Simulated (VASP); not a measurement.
Wanted: the native input for a VASP 6.6.1 run.

- Task: single point
- Functional: PBE
- Potentials or basis: VASP PAW PBE potentials, release 64 (Hg)
- Cutoff: 500 eV
- k mesh: 14 × 14 × 14
- Occupations: fermi-dirac, width 0.1 eV
- Spin: no spin polarisation
- Dipole correction: no
- Further INCAR settings: ALGO = Normal; EDIFF = 1e-06; NBANDS = 12

The structure of Hg lies in POSCAR:

```
Hg
1.0
   -1.7605910118      1.7605910118      1.7605910118
    1.7605910118     -1.7605910118      1.7605910118
    1.7605910118      1.7605910118     -1.7605910118
Hg
1
Direct
    0.0000000000      0.0000000000      0.0000000000
```

This cell differs from its parent crystal: volume scaled by 0.75.

One way to write it, as run:

INCAR

```
PREC     = Accurate       # precision mode
ENCUT    = 500            # plane-wave cutoff, eV
EDIFF    = 1E-6           # SCF threshold, eV
ISMEAR   = -1             # smearing method
SIGMA    = 0.1            # smearing width, eV
LREAL    = F              # projectors in reciprocal space
LASPH    = T              # aspherical terms in the spheres
NELM     = 120            # most SCF steps
ALGO     = Normal         # electronic algorithm
ISIF     = 2              # what is computed and relaxed
LWAVE    = F              # write WAVECAR
LCHARG   = F              # write CHGCAR
GGA      = PE             # functional
NBANDS   = 12             # bands
GGA_COMPAT= F
```

KPOINTS

```
regular mesh
0
Gamma
  14 14 14
```

Potentials or basis: VASP PAW PBE potentials, release 64 (Hg).

The run is started by

```sh
$ cat potpaw_PBE.64/Hg/POTCAR > POTCAR
$ mpirun -np 1 vasp_std > vasp.out
```

Results of the run:

* Pressure: 10.8 GPa
* Band gap on the k mesh: zero (band 6 reaches 7.31 eV, above the bottom of band 7 at 2.40 eV)

Caveat: spin-orbit coupling is left out, which moves the levels of the heavy elements.

It took 14 s on 1 thread of Intel(R) Xeon(R) Platinum 8488C (Sapphire Rapids) (shared host), peak memory 0.15 GiB.
